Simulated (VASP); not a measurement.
Cd2HgS3:

```
Cd Hg S
1.0
     4.09677    0.00000    0.00000
    -2.04839    3.54791    0.00000
     0.00000    0.00000   10.03501
Cd Hg S
2 1 3
Direct
  0.00000 0.00000 0.00000
  0.66667 0.33333 0.33333
  0.33333 0.66667 0.66667
  0.00000 0.00000 0.75000
  0.33333 0.66667 0.41667
  0.66667 0.33333 0.08333
```

| Quantity | Value |
| --- | --- |
| Program | VASP 6.6.1 |
| Task | relaxation of cell and atoms |
| Functional | PBE |
| Potentials or basis | VASP PAW PBE potentials, release 64 (Cd_sv_GW, Hg_sv_GW, S) |
| Cutoff | 630 eV |
| k mesh | 6 × 6 × 2 |
| Occupations | gaussian, width 0.1 eV |
| Spin | no spin polarisation |

At the start: pressure 4.9 GPa; volume 24.31 Å³/atom.

Task: Where does the relaxation end?

Result: Over 8 steps the energy falls by 27.4 meV/atom and the volume is 26.16 Å³/atom (+7.6 %); space group P3m1 (No. 156, to 0.1 Å) before and after.

Step by step:
| step | energy change (eV) | largest force (eV/Å) | pressure (GPa) | volume (Å³) |
| --- | --- | --- | --- | --- |
| 1 | 0.0000 | 0.1853 | 4.87 | 145.86 |
| 2 | -0.1378 | 0.0766 | -1.59 | 162.02 |
| 3 | -0.1623 | 0.1016 | -0.01 | 157.16 |
| 4 | -0.1623 | 0.1001 | -0.09 | 157.39 |
| 5 | -0.1631 | 0.0667 | -0.09 | 157.37 |
| 6 | -0.1638 | 0.0534 | -0.08 | 157.34 |
| 7 | -0.1639 | 0.0599 | -0.07 | 157.33 |
| 8 | -0.1643 | 0.0325 | 0.06 | 156.95 |

Final structure:
```cif
data_structure
_symmetry_space_group_name_H-M 'P 1'
_symmetry_Int_Tables_number 1
_cell_length_a 4.2003
_cell_length_b 4.2003
_cell_length_c 10.2724
_cell_angle_alpha 90.000
_cell_angle_beta 90.000
_cell_angle_gamma 120.000
_cell_volume 156.95
loop_
_atom_site_label
_atom_site_type_symbol
_atom_site_fract_x
_atom_site_fract_y
_atom_site_fract_z
_atom_site_occupancy
Cd1 Cd 0.00000 0.00000 0.00112 1
Cd2 Cd 0.66667 0.33333 0.33326 1
Hg1 Hg 0.33333 0.66667 0.66612 1
S1 S 0.00000 0.00000 0.75197 1
S2 S 0.33333 0.66667 0.41438 1
S3 S 0.66667 0.33333 0.08315 1
```
